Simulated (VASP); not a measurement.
# Hf (Fm-3m) in VASP: a series of runs

The runs below take Hf through single point, with PBE.

All numbers are computed with VASP 6.6.1; they aren't measurements. Logs are shortened: lines on timing, memory, paths and dates and some standing lists are left out, and cuts for length are marked.

## (1) The cell of the first run

The structure is cubic, space group Fm-3m (No. 225). Conventional cell: a = 4.380 Å, b = 4.380 Å, c = 4.380 Å, α = 90.00°, β = 90.00°, γ = 90.00°. Hf (site symmetry m-3m) has 12 Hf at 3.10 Å within 4.1 Å.

This isn't the form of Hf at room conditions, which is hcp.

## (2) Single point, PBE (21.01 Å³/atom)

INCAR

```
SYSTEM = Hf
ALGO = Normal
EDIFF = 1E-6
ENCUT = 500
GGA = PE
GGA_COMPAT = .FALSE.
ISIF = 2
ISMEAR = -1
LASPH = .TRUE.
LCHARG = .TRUE.
LELF = .TRUE.
LREAL = .FALSE.
LVHAR = .TRUE.
LWAVE = .FALSE.
NBANDS = 11
NELM = 120
PREC = Accurate
SIGMA = 0.03
```

KPOINTS

```
k-points
0
G
  13 13 13
  0 0 0
```

POSCAR

```
Hf
1.0
    0.0000000000      2.1899963220      2.1899963220
    2.1899963220      0.0000000000      2.1899963220
    2.1899963220      2.1899963220      0.0000000000
Hf
1
Direct
    0.0000000000      0.0000000000      0.0000000000
```

Potentials or basis: VASP PAW PBE potentials, release 64 (Hf_pv).

Started as:

```
cat potpaw_PBE.64/Hf_pv/POTCAR > POTCAR
mpirun -np 1 vasp_std > vasp.out
```

OUTCAR:

```text
SYSTEM = Hf
   EDIFF = 1E-6
   ENCUT = 500
   GGA = PE
   ISIF = 2
   ISMEAR = -1
   LASPH = .TRUE.
   LREAL = .FALSE.
   NELM = 120
   PREC = Accurate

 ion  position               nearest neighbor table
   1  0.000  0.000  0.000-

  LATTYP: Found a face centered cubic cell.
 ALAT       =     4.3799926440

  Lattice vectors:

 A1 = (   0.0000000000,   2.1899963220,   2.1899963220)
 A2 = (   2.1899963220,   0.0000000000,   2.1899963220)
 A3 = (   2.1899963220,   2.1899963220,   0.0000000000)

Analysis of symmetry for initial positions (statically):
=====================================================================
 Subroutine PRICEL returns:
 Original cell was already a primitive cell.

 Routine SETGRP: Setting up the symmetry group for a
 face centered cubic supercell.

 Subroutine GETGRP returns: Found 48 space group operations
 (whereof 48 operations were pure point group operations)
 out of a pool of 48 trial point group operations.

The static configuration has the point symmetry O_h .

Analysis of symmetry for dynamics (positions and initial velocities):
=====================================================================
 Subroutine PRICEL returns:
 Original cell was already a primitive cell.

 Routine SETGRP: Setting up the symmetry group for a
 face centered cubic supercell.

 Subroutine GETGRP returns: Found 48 space group operations
 (whereof 48 operations were pure point group operations)
 out of a pool of 48 trial point group operations.

The dynamic configuration has the point symmetry O_h .

 Subroutine INISYM returns: Found 48 space group operations
 (whereof 48 operations are pure point group operations),
 and found     1 'primitive' translations

----------------------------------------------------------------------------------------

                                     Primitive cell

  volume of cell :      21.0068

  direct lattice vectors                    reciprocal lattice vectors
     0.000000000  2.189996322  2.189996322    -0.228310886  0.228310886  0.228310886
     2.189996322  0.000000000  2.189996322     0.228310886 -0.228310886  0.228310886
     2.189996322  2.189996322  0.000000000     0.228310886  0.228310886 -0.228310886

  length of vectors
     3.097122500  3.097122500  3.097122500     0.395446054  0.395446054  0.395446054

  position of ions in fractional coordinates (direct lattice)
     0.000000000  0.000000000  0.000000000

  ion indices of the primitive-cell ions
   primitive index   ion index
                 1           1

----------------------------------------------------------------------------------------

 KPOINTS: k-points

Automatic generation of k-mesh.
 Grid dimensions read from file:
 generate k-points for:   13   13   13

 Generating k-lattice:

  Cartesian coordinates                     Fractional coordinates (reciprocal lattice)
    -0.017562376  0.017562376  0.017562376     0.076923077  0.000000000  0.000000000
     0.017562376 -0.017562376  0.017562376     0.000000000  0.076923077  0.000000000
     0.017562376  0.017562376 -0.017562376     0.000000000  0.000000000  0.076923077

  Length of vectors
     0.030418927  0.030418927  0.030418927

  Shift w.r.t. Gamma in fractional coordinates (k-lattice)
     0.000000000  0.000000000  0.000000000

 Subroutine IBZKPT returns following result:
 ===========================================

 Found     84 irreducible k-points:

 Following reciprocal coordinates:
            Coordinates               Weight
  0.000000  0.000000  0.000000      1.000000
  0.076923  0.000000  0.000000      8.000000
  0.153846  0.000000  0.000000      8.000000
  0.230769  0.000000  0.000000      8.000000
  0.307692  0.000000  0.000000      8.000000
  0.384615  0.000000  0.000000      8.000000
[... 16 lines left out ...]
  0.384615  0.153846  0.000000     24.000000
  0.461538  0.153846  0.000000     24.000000
 [... further k-points ...]
   k-points           NKPTS =     84   k-points in BZ     NKDIM =     84   number of bands    NBANDS=     11
   number of dos      NEDOS =    301   number of ions     NIONS =      1
   total plane-waves  NPLWV =  13824
   dimension x,y,z NGX =    24 NGY =   24 NGZ =   24
   dimension x,y,z NGXF=    48 NGYF=   48 NGZF=   48
   ions per type =               1
   NGX,Y,Z   is equivalent  to a cutoff of  12.88, 12.88, 12.88 a.u.
   NGXF,Y,Z  is equivalent  to a cutoff of  25.77, 25.77, 25.77 a.u.
 SYSTEM =  Hf
   PREC   = accura    normal or accurate (medium, high low for compatibility)
   ISTART =      0    job   : 0-new  1-cont  2-samecut
   ICHARG =      2    charge: 1-file 2-atom 10-const
   ISPIN  =      1    spin polarized calculation?
   LNONCOLLINEAR =      F non collinear calculations
   LSORBIT =      F    spin-orbit coupling
   LASPH  =      T    aspherical Exc in radial PAW
   ENCUT  =  500.0 eV  36.75 Ry    6.06 a.u.   5.65  5.65  5.65*2*pi/ulx,y,z
   NELM   =    120;   NELMIN=  2; NELMDL= -5     # of ELM steps
   EDIFF  = 0.1E-05   stopping-criterion for ELM
   LREAL  =      F    real-space projection
   EDIFFG = 0.1E-04   stopping-criterion for IOM
   NSW    =      0    number of steps for IOM
   IBRION =     -1    ionic relax: 0-MD 1-quasi-New 2-CG
   NFREE  =      0    steps in history (QN), initial steepest desc. (CG)
   ISIF   =      2    stress and relaxation
   ISYM   =      2    0-nonsym 1-usesym 2-fastsym
   POTIM  = 0.5000    time-step for ionic-motion
   TEBEG  =    0.0;   TEEND  =   0.0 temperature during run
   PSTRESS=    0.0 pullay stress
   NELECT =      10.0000    total number of electrons
   NUPDOWN=      -1.0000    fix difference up-down
   EMIN   =  10.00;   EMAX   =-10.00  energy-range for DOS
   EFERMI =   0.00;   METHOD = LEGACY
   ISMEAR =    -1;   SIGMA  =   0.03  broadening in eV -4-tet -1-fermi 0-gaus
   EFERMI_NEDOS =   21; number of points for ismear=-14 and -15
   IALGO  =     38    algorithm
   IMIX   =      4    mixing-type and parameters
     AMIX     =   0.40;   BMIX     =  1.00
     AMIX_MAG =   1.60;   BMIX_MAG =  1.00
  volume/ion in A,a.u.               =      21.01       141.76
  Fermi-wavevector in a.u.,A,eV,Ry     =   1.278267  2.415574 22.231451  1.633966
  Thomas-Fermi vector in A             =   2.410819
   LORBIT       =      0    0 simple, 1 ext, 2 COOP (PROOUT), +10 PAW based schemes
   GGA     = PE    functional components
   LHFCALC =     F    Hartree Fock is set to
   AEXX    =    0.0000 exact exchange contribution
   IVDW    =     0    specifies the selected vdW correction
   LEPSILON=     F    determine dielectric tensor
   LRPA    =     F    only Hartree local field effects (RPA)
 non-spin polarized calculation
  energy-cutoff  :      500.00
  volume of cell :       21.01
 maximum number of plane-waves:       548
   NGX = 11   NGY = 11   NGZ = 11

 number of electron      10.0000001 magnetization

 Free energy of the ion-electron system (eV)
  ---------------------------------------------------
  ext. energy  EPLUGINS =         0.00000000
  ---------------------------------------------------
  free energy    TOTEN  =        -9.82151570 eV

  energy without entropy =       -9.81712431  energy(sigma->0) =       -9.81932000

 E-fermi :   5.1764     XC(G=0): -11.5756

 val. band max:        5.1759838793   @ k =   0.3077   0.0000   0.0000
 cond. band min:       5.1826539772   @ k =  -0.3077   0.3077   0.0000
 fundamental gap:      0.0066700979
 Fermi energy:         5.1763734694

 k-point     1 :       0.0000    0.0000    0.0000
  band No.  band energies     occupation
      1     -24.5976      2.00000
      2     -24.5976      2.00000
      3     -24.5976      2.00000
      4      -2.2351      2.00000
      5       6.6140      0.00000
      6       6.6140      0.00000
      7       6.6140      0.00000
      8       9.6381      0.00000
      9       9.6381      0.00000
     10      16.7120      0.00000
     11      18.4706      0.00000

 k-point     2 :       0.0769    0.0000    0.0000
  band No.  band energies     occupation
      1     -24.6596      2.00000
      2     -24.6053      2.00000
      3     -24.6053      2.00000
      4      -2.0124      2.00000
      5       6.3877      0.00000
      6       6.7198      0.00000
      7       6.7198      0.00000
      8       9.5181      0.00000
      9       9.5181      0.00000
     10      17.2066      0.00000
     11      18.4698      0.00000

 k-point     3 :       0.1538    0.0000    0.0000
  band No.  band energies     occupation
      1     -24.8279      2.00000
      2     -24.6265      2.00000
      3     -24.6265      2.00000
      4      -1.3850      2.00000
      5       5.8699      0.00000
      6       6.9487      0.00000
      7       6.9487      0.00000
      8       9.3267      0.00000
      9       9.3267      0.00000
     10      18.0652      0.00000
     11      18.4701      0.00000

 k-point     4 :       0.2308    0.0000    0.0000
  band No.  band energies     occupation
      1     -25.0578      2.00000
      2     -24.6561      2.00000
      3     -24.6561      2.00000
      4      -0.4830      2.00000
      5       5.3704      0.00311
      6       7.0232      0.00000
      7       7.0232      0.00000
      8       9.4842      0.00000
      9       9.4842      0.00000
     10      17.1246      0.00000
     11      18.4723      0.00000

 k-point     5 :       0.3077    0.0000    0.0000
  band No.  band energies     occupation
      1     -25.2931      2.00000
      2     -24.6873      2.00000
      3     -24.6873      2.00000
      4       0.4463      2.00000
      5       5.1760      1.00649
      6       6.8173      0.00000
      7       6.8173      0.00000
      8      10.1843      0.00000
      9      10.1843      0.00000
     10      16.1463      0.00000
     11      18.4677      0.00000
[... 211 lines left out ...]
 k-point    21 :       0.2308    0.1538    0.0000
  band No.  band energies     occupation
      1     -24.9703      2.00000
      2     -24.7143      2.00000
      3     -24.7070      2.00000
      4      -0.4123      2.00000
      5       4.9844      1.99668
      6       7.1249      0.00000
      7       7.6288      0.00000
      8       8.1462      0.00000
      9      10.2914      0.00000
     10      18.4653      0.00000
     11      19.4463      0.00000

 k-point    22 :       0.3077    0.1538    0.0000
  band No.  band energies     occupation
      1     -25.1638      2.00000
      2     -24.7492      2.00000
      3     -24.7449      2.00000
      4       0.4892      2.00000
      5       4.6453      2.00000
      6       6.4433      0.00000
      7       7.6883      0.00000
      8       9.0611      0.00000
      9      10.7967      0.00000
     10      18.2296      0.00000
     11      18.5010      0.00000

 k-point    23 :       0.3846    0.1538    0.0000
  band No.  band energies     occupation
      1     -25.3456      2.00000
      2     -24.7933      2.00000
      3     -24.7735      2.00000
      4       1.3633      2.00000
      5       4.5756      2.00000
      6       5.9442      0.00000
      7       7.4883      0.00000
      8      10.2715      0.00000
      9      11.5384      0.00000
     10      16.9404      0.00000
     11      18.4765      0.00000

 k-point    24 :       0.4615    0.1538    0.0000
  band No.  band energies     occupation
      1     -25.4750      2.00000
      2     -24.8421      2.00000
      3     -24.7817      2.00000
      4       1.9218      2.00000
      5       4.7241      2.00000
      6       5.8545      0.00000
      7       7.2318      0.00000
      8      11.5889      0.00000
      9      12.0400      0.00000
     10      15.4562      0.00000
     11      18.4610      0.00000

 [... further k-points ...]

------------------------ aborting loop because EDIFF is reached ----------------------------------------

  FORCE on cell =-STRESS in cart. coord.  units (eV):
  Direction    XX          YY          ZZ          XY          YZ          ZX
  --------------------------------------------------------------------------------------
  -------------------------------------------------------------------------------------
  Total        1.0302846      1.0302846      1.0302846      0.0000000     -0.0000000      0.0000000
  in kB       78.5792049     78.5792049     78.5792049      0.0000000     -0.0000000      0.0000000
  external PRESSURE =      78.5792049 kB  Pullay stress =       0.0000000 kB

 VOLUME and BASIS-vectors are now :
 -----------------------------------------------------------------------------
  energy-cutoff  :      500.00
  volume of cell :       21.01
      direct lattice vectors                 reciprocal lattice vectors
     0.000000000  2.189996322  2.189996322    -0.228310886  0.228310886  0.228310886
     2.189996322  0.000000000  2.189996322     0.228310886 -0.228310886  0.228310886
     2.189996322  2.189996322  0.000000000     0.228310886  0.228310886 -0.228310886

 POSITION                                       TOTAL-FORCE (eV/Angst)
 -----------------------------------------------------------------------------------
      0.00000      0.00000      0.00000         0.000000      0.000000      0.000000
 -----------------------------------------------------------------------------------
    total drift:                               -0.000000      0.000000      0.000000

  FREE ENERGIE OF THE ION-ELECTRON SYSTEM (eV)
  ---------------------------------------------------
  free  energy   TOTEN  =        -9.8215156981 eV

  energy  without entropy=       -9.8171243064  energy(sigma->0) =       -9.81932000
```

Wall time 10 s (1 thread of AMD EPYC 9R45 (Zen 5), shared host); peak memory 0.12 GiB.

What came out:

```yaml
Free_energy: -9.8215 eV
Pressure: 7.9 GPa
Band_gap_on_the_k_mesh: zero (bands 5 and 6 overlap by 2.01 eV)
```

Levels at points of the mesh, in eV from the Fermi level:
| k point | band 2 | band 3 | band 4 | band 5 | band 6 | band 7 | band 8 | band 9 |
| --- | --- | --- | --- | --- | --- | --- | --- | --- |
| (0.00, 0.00, 0.00) | -29.77 | -29.77 | -7.41 | 1.44 | 1.44 | 1.44 | 4.46 | 4.46 |

Caveat: the cell stands under pressure; spin-orbit coupling is left out, which moves the levels of the heavy elements.

## (3) Single point, PBE (22.76 Å³/atom)

This run uses another cell than the first one, of 22.76 Å³/atom.

INCAR

```
SYSTEM = Hf
PREC     = Accurate       ! precision mode
ENCUT    = 500            ! plane-wave cutoff, eV
EDIFF    = 1E-6           ! SCF threshold, eV
ISMEAR   = -1             ! smearing method
SIGMA    = 0.03           ! smearing width, eV
LREAL    = .FALSE.        ! projectors in reciprocal space
LASPH    = .TRUE.         ! aspherical terms in the spheres
NELM     = 120            ! most SCF steps
ALGO     = Normal         ! electronic algorithm
ISIF     = 2              ! what is computed and relaxed
LWAVE    = .FALSE.        ! write WAVECAR
LCHARG   = .TRUE.         ! write CHGCAR
GGA      = PE             ! functional
LELF     = .TRUE.         ! ELF
LVHAR    = .TRUE.       
NBANDS   = 11             ! bands
GGA_COMPAT= .FALSE.
```

KPOINTS

```
Automatic mesh
0
G
  13 13 13
  0 0 0
```

POSCAR

```
Hf
1.0
    0.0000000000      2.2492138765      2.2492138765
    2.2492138765      0.0000000000      2.2492138765
    2.2492138765      2.2492138765      0.0000000000
Hf
1
Direct
    0.0000000000      0.0000000000      0.0000000000
```

Potentials or basis: VASP PAW PBE potentials, release 64 (Hf_pv).

Started as:

```
cat potpaw_PBE.64/Hf_pv/POTCAR > POTCAR
mpirun -np 1 vasp_std > vasp.out
```

Run time: 11 s. Hardware: 1 thread of AMD EPYC 9R45 (Zen 5), shared host; peak memory 0.12 GiB.

The run converged. Its results:

- Free energy: -9.8541 eV
- Pressure: -1.4 GPa
- Band gap on the k mesh: zero (bands 5 and 6 overlap by 1.93 eV)

Levels at points of the mesh, in eV from the Fermi level:
```
           k point  band 2  band 3  band 4  band 5  band 6  band 7  band 8  band 9
(0.00, 0.00, 0.00)  -30.06  -30.06   -7.13    1.42    1.42    1.42    4.14    4.14
```

Caveat: spin-orbit coupling is left out, which moves the levels of the heavy elements.
